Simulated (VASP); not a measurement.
Here is a VASP 6.6.1 calculation.

POSCAR

```
InSe
1.0
    5.9030647348     -2.0816869103      0.0000000000
    5.9030647348      2.0816869103      0.0000000000
   -1.7459097331      0.0000000000      4.8341359509
In Se
2 2
Direct
    0.8882032500      0.8882032500      0.0468413600
    0.1117967500      0.1117967500      0.9531586400
    0.6609275900      0.6609275900      0.6689556200
    0.3390724100      0.3390724100      0.3310443800
```

The input INCAR.step1:

```
SYSTEM = InSe
PREC = Accurate
ENCUT = 520
ISMEAR = -1
SIGMA = 0.05
LREAL = .FALSE.
LASPH = .TRUE.
NELM = 80
NBANDS = 27
GGA = PE
ALGO = Normal
EDIFF = 1E-4
LWAVE = .TRUE.
LCHARG = .FALSE.
```

Contents of INCAR.step2:

```
SYSTEM = InSe
PREC = Accurate
ENCUT = 520
EDIFF = 1E-7
ISMEAR = -1
SIGMA = 0.05
LREAL = .FALSE.
LASPH = .TRUE.
NELM = 80
ALGO = Normal
ISIF = 2
LWAVE = .FALSE.
LCHARG = .FALSE.
METAGGA = R2SCAN
LMIXTAU = .TRUE.
NBANDS = 27
ISTART = 1
```

File KPOINTS:

```
Automatic mesh
0
G
  7 7 6
  0 0 0
```

Potentials or basis: VASP PAW PBE potentials, release 64 (In_d, Se).

Command:

```bash
$ cat potpaw_PBE.64/In_d/POTCAR potpaw_PBE.64/Se/POTCAR > POTCAR
$ cp INCAR.step1 INCAR
$ mpirun -np 1 vasp_std > vasp.out
$ cp INCAR.step2 INCAR
$ mpirun -np 1 vasp_std > vasp.out
```

Task: Predict the largest force.

Result: 0.280 eV/Å.

Task: Estimate the band gap on the k mesh.

Result: 1.42 eV, indirect (least direct gap 1.48 eV).

Task: What does it give for the pressure?

Result: -2.0 GPa.

Forces on the atoms (eV/Å):
```
In  -0.172  0.000  0.029
In   0.172  0.000 -0.029
Se   0.009  0.000  0.280
Se  -0.009  0.000 -0.280
```

Caveat: the PAW data sets were made with another functional, which shifts forces and pressure a little; spin-orbit coupling is left out, which moves the levels of the heavy elements. r2SCAN opens gaps a little over a GGA but as a rule still falls short of measured ones.
